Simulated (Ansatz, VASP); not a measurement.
LaAs in VASP and in Ansatz

```xyz
2
Lattice="0.0000 3.0319 3.0625 3.0319 0.0000 3.0625 3.0319 3.0319 0.0000" Properties=species:S:1:pos:R:3 pbc="T T T"
La    0.0000    0.0000    0.0000
As    3.0319    3.0319    3.0625
```

Change from the starting cell: equal xx and yy strain of -1 %.

Alike in both runs: task single point; functional PBEsol; k mesh 12 × 12 × 12; occupations fermi-dirac, width 0.05 eV; no spin polarisation.

```csv
,VASP,Ansatz
version,VASP 6.6.1,Ansatz 0.2.0
potentials or method,"VASP PAW PBE potentials, release 64 (La, As), cutoff 520 eV","all-electron LAPW, scalar-relativistic"
```

|  | VASP | Ansatz | Ansatz less VASP |
| --- | --- | --- | --- |
| pressure (GPa) | 1.0 | 1.0 | +0.01 |
| traceless stress, the component that is largest in VASP (GPa) | -1.03 | -1.02 | +0.005 |

VASP's potentials were made for PBE, not for PBEsol. Ansatz ran all-electron here, and VASP with PAW potentials.

Spin-orbit coupling is off throughout.
